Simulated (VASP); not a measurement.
# KCl (P4/mmm) in VASP: notebook

KCl is run at these levels: PBEsol; tasks: electric field gradients.

Everything below comes from runs of VASP 6.6.1. Logs are shortened: lines on timing, memory, paths and dates and some standing lists are left out, and cuts for length are marked.

## (1) The cell of the first run

Symmetry: P4/mmm, No. 123, tetragonal system. The conventional cell has a = 3.598 Å, b = 3.598 Å, c = 3.634 Å, α = 90.00°, β = 90.00°, γ = 90.00°. Within 4.1 Å of K (site symmetry 4/mmm) lie 8 Cl at 3.13 Å and 6 K at 3.60 to 3.63 Å. Cl (site symmetry 4/mmm) has 8 K at 3.13 Å and 6 Cl at 3.60 to 3.63 Å within 4.1 Å.

## (2) Electric field gradients, PBEsol (equal xx and yy strain of -1 %)

File INCAR:

```
PREC = Accurate
ENCUT = 520
EDIFF = 1E-8
ISMEAR = -1
SIGMA = 0.01
LREAL = False
LASPH = True
NELM = 100
ALGO = Normal
ISIF = 2
LWAVE = False
LCHARG = False
GGA = PS
LEFG = True
NBANDS = 15
```

File KPOINTS:

```
regular mesh
0
Gamma
  7 7 7
```

File POSCAR:

```
KCl
1.0
    3.5976600000      0.0000000000      0.0000000000
    0.0000000000      3.5976600000      0.0000000000
    0.0000000000      0.0000000000      3.6340000000
K Cl
1 1
Direct
    0.0000000000      0.0000000000      0.0000000000
    0.5000000000      0.5000000000      0.5000000000
```

Potentials or basis: VASP PAW PBE potentials, release 64 (K_sv, Cl).

Run with:

```sh
$ cat potpaw_PBE.64/K_sv/POTCAR potpaw_PBE.64/Cl/POTCAR > POTCAR
$ mpirun -np 1 vasp_std > vasp.out
```

OUTCAR:

```text
PREC = Accurate
   ENCUT = 520
   EDIFF = 1E-8
   ISMEAR = -1
   LREAL = False
   LASPH = True
   NELM = 100
   ISIF = 2
   GGA = PS

 ion  position               nearest neighbor table
   1  0.000  0.000  0.000-   2 3.13   2 3.13   2 3.13   2 3.13   2 3.13   2 3.13   2 3.13   2 3.13

   2  0.500  0.500  0.500-   1 3.13   1 3.13   1 3.13   1 3.13   1 3.13   1 3.13   1 3.13   1 3.13

  LATTYP: Found a simple tetragonal cell.
 ALAT       =     3.5976600000
 C/A-ratio  =     1.0101010101

  Lattice vectors:

 A1 = (   3.5976600000,   0.0000000000,   0.0000000000)
 A2 = (   0.0000000000,   3.5976600000,   0.0000000000)
 A3 = (   0.0000000000,   0.0000000000,   3.6340000000)

Analysis of symmetry for initial positions (statically):
=====================================================================
 Subroutine PRICEL returns:
 Original cell was already a primitive cell.

 Routine SETGRP: Setting up the symmetry group for a
 simple tetragonal supercell.

 Subroutine GETGRP returns: Found 16 space group operations
 (whereof 16 operations were pure point group operations)
 out of a pool of 16 trial point group operations.

The static configuration has the point symmetry D_4h.

Analysis of symmetry for dynamics (positions and initial velocities):
=====================================================================
 Subroutine PRICEL returns:
 Original cell was already a primitive cell.

 Routine SETGRP: Setting up the symmetry group for a
 simple tetragonal supercell.

 Subroutine GETGRP returns: Found 16 space group operations
 (whereof 16 operations were pure point group operations)
 out of a pool of 16 trial point group operations.

The dynamic configuration has the point symmetry D_4h.

 Subroutine INISYM returns: Found 16 space group operations
 (whereof 16 operations are pure point group operations),
 and found     1 'primitive' translations

----------------------------------------------------------------------------------------

                                     Primitive cell

  volume of cell :      47.0354

  direct lattice vectors                    reciprocal lattice vectors
     3.597660000  0.000000000  0.000000000     0.277958451  0.000000000  0.000000000
     0.000000000  3.597660000  0.000000000     0.000000000  0.277958451  0.000000000
     0.000000000  0.000000000  3.634000000     0.000000000  0.000000000  0.275178866

  length of vectors
[... 130 lines left out ...]
 E-fermi :   0.3597     XC(G=0):  -9.1260

 val. band max:        0.1032352019   @ k =   0.4286   0.0000   0.4286
 cond. band min:       5.5858383455   @ k =   0.0000   0.0000   0.0000
 fundamental gap:      5.4826031437
 Fermi energy:         0.3596659257

 k-point     1 :       0.0000    0.0000    0.0000
  band No.  band energies     occupation
      1     -27.5142      2.00000
      2     -12.8358      2.00000
      3     -10.9262      2.00000
      4     -10.9143      2.00000
      5     -10.9143      2.00000
      6      -0.1656      2.00000
      7      -0.1003      2.00000
      8      -0.1003      2.00000
      9       5.5858      0.00000
     10       6.2735      0.00000
     11       6.3211      0.00000
     12      11.1673      0.00000
     13      11.1673      0.00000
     14      11.2537      0.00000
[... 401 lines left out ...]
      2     -12.7543      2.00000
      3     -11.1742      2.00000
      4     -10.9820      2.00000
      5     -10.8276      2.00000
      6      -1.6953      2.00000
      7      -1.0103      2.00000
      8       0.0029      2.00000
      9       7.0453      0.00000
     10       7.9288      0.00000
     11       9.6460      0.00000
     12      10.0586      0.00000
     13      10.1929      0.00000
     14      11.3760      0.00000
     15      12.9128      0.00000

 [... further k-points ...]
[... 5 lines left out ...]
  --------------------------------------------------------------------------------------
  -------------------------------------------------------------------------------------
  Total        0.9541699      0.9541699      0.8012477      0.0000000      0.0000000      0.0000000
  in kB       32.5020775     32.5020775     27.2930581      0.0000000      0.0000000      0.0000000
  external PRESSURE =      30.7657377 kB  Pullay stress =       0.0000000 kB

 VOLUME and BASIS-vectors are now :
 -----------------------------------------------------------------------------
  energy-cutoff  :      520.00
  volume of cell :       47.04
      direct lattice vectors                 reciprocal lattice vectors
     3.597660000  0.000000000  0.000000000     0.277958451  0.000000000  0.000000000
     0.000000000  3.597660000  0.000000000     0.000000000  0.277958451  0.000000000
     0.000000000  0.000000000  3.634000000     0.000000000  0.000000000  0.275178866

 POSITION                                       TOTAL-FORCE (eV/Angst)
 -----------------------------------------------------------------------------------
      0.00000      0.00000      0.00000         0.000000      0.000000      0.000000
      1.79883      1.79883      1.81700         0.000000      0.000000      0.000000
 -----------------------------------------------------------------------------------
    total drift:                               -0.000000      0.000000      0.000000

  FREE ENERGIE OF THE ION-ELECTRON SYSTEM (eV)
  ---------------------------------------------------
  free  energy   TOTEN  =        -6.8674146520 eV

  energy  without entropy=       -6.8674146520  energy(sigma->0) =       -6.86741465

 Electric field gradients (V/A^2)
---------------------------------------------------------------------
 ion       V_xx      V_yy      V_zz      V_xy      V_xz      V_yz
---------------------------------------------------------------------
   1       0.688     0.688    -1.377     0.000    -0.000     0.000
   2      -1.307    -1.307     2.614     0.000     0.000    -0.000
---------------------------------------------------------------------

 Electric field gradients after diagonalization (V/A^2)
 (convention: |V_zz| > |V_xx| > |V_yy|)
----------------------------------------------------------------------
 ion       V_xx      V_yy      V_zz     asymmetry (V_yy - V_xx)/ V_zz
----------------------------------------------------------------------
   1       0.688     0.688    -1.377       0.000
   2      -1.307    -1.307     2.614       0.000
----------------------------------------------------------------------

           NMR quadrupolar parameters

 Cq : quadrupolar parameter    Cq=e*Q*V_zz/h
 eta: asymmetry parameters     (V_yy - V_xx)/ V_zz
 Q  : nuclear electric quadrupole moment in mb (millibarn)
----------------------------------------------------------------------
 ion       Cq(MHz)       eta       Q (mb)
----------------------------------------------------------------------
   1      -0.003       0.000       1.000
   2       0.006       0.000       1.000
----------------------------------------------------------------------
```

stdout:

```text
POSCAR found type information on POSCAR K Cl
 POSCAR found :  2 types and       2 ions
 scaLAPACK will be used
 -----------------------------------------------------------------------------
|                                                                             |
|                                                                             |
|     You enforced a specific xc type in the INCAR file but a different       |
|     I HOPE YOU KNOW WHAT YOU ARE DOING!                                     |
|                                                                             |
 -----------------------------------------------------------------------------

 LDA part: xc-table for (Slater+PW92), standard interpolation
 POSCAR, INCAR and KPOINTS ok, starting setup
 FFT: planning ... GRIDC
 FFT: planning ... GRID_SOFT
 FFT: planning ... GRID
 WAVECAR not read
 entering main loop
ion   1

ion   2
```

It took 48 s on 1 thread of Intel Xeon Platinum 8259CL at 2.50GHz (Skylake/Cascade Lake), shared host; peak memory 0.17 GiB.

What came out:

```
Free energy            : -6.8674 eV
Pressure               : 3.1 GPa
Band gap on the k mesh : 5.48 eV, indirect (least direct gap 5.69 eV)
```

Levels at points of the mesh, in eV from the valence-band top:
| k point | band 5 | band 6 | band 7 | band 8 | band 9 | band 10 | band 11 | band 12 |
| --- | --- | --- | --- | --- | --- | --- | --- | --- |
| (0.00, 0.00, 0.00) | -11.02 | -0.27 | -0.20 | -0.20 | 5.48 | 6.17 | 6.22 | 11.06 |

Electric field gradients, principal values (V/Å²):
```
atom   least  middle  greatest (by size)
 1 K   0.688   0.688              -1.377
2 Cl  -1.307  -1.307               2.614
```

Caveat: the cell differs from its parent crystal (equal xx and yy strain of -1 %); without QUAD_EFG the Cq values of the log hold for a quadrupole moment of 1 mb, not for the nuclei; the PAW data sets were made with another functional, which shifts forces and pressure a little.

## (3) Electric field gradients, PBEsol (equal xx and yy strain of -1 %)

File INCAR:

```
SYSTEM = KCl
ALGO     = Normal         ! electronic algorithm
EDIFF    = 1E-8           ! SCF threshold, eV
ENCUT    = 520            ! plane-wave cutoff, eV
GGA      = PS             ! functional
ISIF     = 2              ! what is computed and relaxed
ISMEAR   = -1             ! smearing method
LASPH    = .TRUE.         ! aspherical terms in the spheres
LCHARG   = .FALSE.        ! write CHGCAR
LEFG     = .TRUE.       
LREAL    = .FALSE.        ! projectors in reciprocal space
LWAVE    = .FALSE.        ! write WAVECAR
NBANDS   = 15             ! bands
NELM     = 60             ! most SCF steps
PREC     = Accurate       ! precision mode
SIGMA    = 0.01           ! smearing width, eV
```

File KPOINTS:

```
k-points
0
G
  7 7 7
  0 0 0
```

POSCAR is that of step 2.

Potentials or basis: VASP PAW PBE potentials, release 64 (K_sv, Cl).

Run with:

```sh
$ cat potpaw_PBE.64/K_sv/POTCAR potpaw_PBE.64/Cl/POTCAR > POTCAR
$ mpirun -np 1 vasp_std > vasp.out
```

OUTCAR:

```text
SYSTEM = KCl
   EDIFF = 1E-8
   ENCUT = 520
   GGA = PS
   ISIF = 2
   ISMEAR = -1
   LASPH = .TRUE.
   LREAL = .FALSE.
   NELM = 60
   PREC = Accurate

 ion  position               nearest neighbor table
   1  0.000  0.000  0.000-   2 3.13   2 3.13   2 3.13   2 3.13   2 3.13   2 3.13   2 3.13   2 3.13

   2  0.500  0.500  0.500-   1 3.13   1 3.13   1 3.13   1 3.13   1 3.13   1 3.13   1 3.13   1 3.13

  LATTYP: Found a simple tetragonal cell.
 ALAT       =     3.5976600000
 C/A-ratio  =     1.0101010101

  Lattice vectors:

 A1 = (   3.5976600000,   0.0000000000,   0.0000000000)
 A2 = (   0.0000000000,   3.5976600000,   0.0000000000)
 A3 = (   0.0000000000,   0.0000000000,   3.6340000000)

Analysis of symmetry for initial positions (statically):
=====================================================================
 Subroutine PRICEL returns:
 Original cell was already a primitive cell.

 Routine SETGRP: Setting up the symmetry group for a
 simple tetragonal supercell.

 Subroutine GETGRP returns: Found 16 space group operations
 (whereof 16 operations were pure point group operations)
 out of a pool of 16 trial point group operations.

The static configuration has the point symmetry D_4h.

Analysis of symmetry for dynamics (positions and initial velocities):
=====================================================================
 Subroutine PRICEL returns:
 Original cell was already a primitive cell.

 Routine SETGRP: Setting up the symmetry group for a
 simple tetragonal supercell.

 Subroutine GETGRP returns: Found 16 space group operations
 (whereof 16 operations were pure point group operations)
 out of a pool of 16 trial point group operations.

[... 169 lines left out ...]
     13      11.1673      0.00000
     14      11.2537      0.00000
[... 401 lines left out ...]
      2     -12.7543      2.00000
      3     -11.1742      2.00000
      4     -10.9820      2.00000
      5     -10.8276      2.00000
      6      -1.6953      2.00000
      7      -1.0103      2.00000
      8       0.0029      2.00000
      9       7.0453      0.00000
     10       7.9288      0.00000
     11       9.6460      0.00000
     12      10.0586      0.00000
     13      10.1929      0.00000
     14      11.3760      0.00000
     15      12.9128      0.00000

 [... further k-points ...]
[... 5 lines left out ...]
  --------------------------------------------------------------------------------------
  -------------------------------------------------------------------------------------
  Total        0.9541699      0.9541699      0.8012477      0.0000000      0.0000000      0.0000000
  in kB       32.5020775     32.5020775     27.2930581      0.0000000      0.0000000      0.0000000
  external PRESSURE =      30.7657377 kB  Pullay stress =       0.0000000 kB

 VOLUME and BASIS-vectors are now :
 -----------------------------------------------------------------------------
  energy-cutoff  :      520.00
  volume of cell :       47.04
      direct lattice vectors                 reciprocal lattice vectors
     3.597660000  0.000000000  0.000000000     0.277958451  0.000000000  0.000000000
     0.000000000  3.597660000  0.000000000     0.000000000  0.277958451  0.000000000
     0.000000000  0.000000000  3.634000000     0.000000000  0.000000000  0.275178866

 POSITION                                       TOTAL-FORCE (eV/Angst)
 -----------------------------------------------------------------------------------
      0.00000      0.00000      0.00000         0.000000      0.000000      0.000000
      1.79883      1.79883      1.81700         0.000000      0.000000      0.000000
 -----------------------------------------------------------------------------------
    total drift:                               -0.000000      0.000000      0.000000

  FREE ENERGIE OF THE ION-ELECTRON SYSTEM (eV)
  ---------------------------------------------------
  free  energy   TOTEN  =        -6.8674146520 eV

  energy  without entropy=       -6.8674146520  energy(sigma->0) =       -6.86741465

 Electric field gradients (V/A^2)
---------------------------------------------------------------------
 ion       V_xx      V_yy      V_zz      V_xy      V_xz      V_yz
---------------------------------------------------------------------
   1       0.688     0.688    -1.377     0.000    -0.000     0.000
   2      -1.307    -1.307     2.614     0.000     0.000    -0.000
---------------------------------------------------------------------

 Electric field gradients after diagonalization (V/A^2)
 (convention: |V_zz| > |V_xx| > |V_yy|)
----------------------------------------------------------------------
 ion       V_xx      V_yy      V_zz     asymmetry (V_yy - V_xx)/ V_zz
----------------------------------------------------------------------
   1       0.688     0.688    -1.377       0.000
   2      -1.307    -1.307     2.614       0.000
----------------------------------------------------------------------

           NMR quadrupolar parameters

 Cq : quadrupolar parameter    Cq=e*Q*V_zz/h
 eta: asymmetry parameters     (V_yy - V_xx)/ V_zz
 Q  : nuclear electric quadrupole moment in mb (millibarn)
----------------------------------------------------------------------
 ion       Cq(MHz)       eta       Q (mb)
----------------------------------------------------------------------
   1      -0.003       0.000       1.000
   2       0.006       0.000       1.000
----------------------------------------------------------------------
```

Run time: 44 s. Hardware: 1 thread of Intel Xeon Platinum 8259CL at 2.50GHz (Skylake/Cascade Lake), shared host; peak memory 0.16 GiB.

Results:

| Quantity | Value |
| --- | --- |
| Free energy | -6.8674 eV |
| Pressure | 3.1 GPa |
| Band gap on the k mesh | 5.48 eV, indirect (least direct gap 5.69 eV) |

Stress tensor (GPa, compression positive):
```
3.25 0.00 0.00
0.00 3.25 0.00
0.00 0.00 2.73
```

Levels at points of the mesh, in eV from the valence-band top:
| k point | band 5 | band 6 | band 7 | band 8 | band 9 | band 10 | band 11 | band 12 |
| --- | --- | --- | --- | --- | --- | --- | --- | --- |
| (0.00, 0.00, 0.00) | -11.02 | -0.27 | -0.20 | -0.20 | 5.48 | 6.17 | 6.22 | 11.06 |

Electric field gradients, principal values (V/Å²):
```tsv
atom	least	middle	greatest (by size)
1 K	0.688	0.688	-1.377
2 Cl	-1.307	-1.307	2.614
```

Caveat: the cell differs from its parent crystal (equal xx and yy strain of -1 %); without QUAD_EFG the Cq values of the log hold for a quadrupole moment of 1 mb, not for the nuclei; the PAW data sets were made with another functional, which shifts forces and pressure a little. A k mesh can miss the band edges.
